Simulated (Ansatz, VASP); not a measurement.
## YGaF4: VASP beside Ansatz

```
CELL_PARAMETERS angstrom
3.95327 -4.13653 0.00000
3.95327 4.13653 0.00000
0.00000 0.00000 3.59946
ATOMIC_POSITIONS crystal
Y 0.50000 0.50000 0.50000
Ga 0.00000 0.00000 0.00000
F 0.66197 0.33803 0.00000
F 0.33803 0.66197 0.00000
F 0.77101 0.77101 0.50000
F 0.22899 0.22899 0.50000
```

Alike in both runs: task relaxation of cell and atoms; functional PBE; k mesh 4 × 4 × 6; occupations gaussian, width 0.02 eV; no spin polarisation.

```csv
,VASP,Ansatz
version,VASP 6.6.1,Ansatz 0.2.0
potentials or method,"VASP PAW PBE potentials, release 64 (Y_sv, Ga_d, F), cutoff 600 eV","scalar-relativistic, plane waves, PAW"
valence electrons in the cell,52,52
```

```tsv
	VASP	Ansatz	Ansatz less VASP
gap on the k mesh at the Fermi level, each at its own relaxed structure (eV)	3.80	3.82	+0.024
relaxed volume (Å³/atom)	19.51	19.79	+0.279
relaxed length of the cell vector where the two differ most in proportion (Å)	5.713	5.754	+0.0415
```
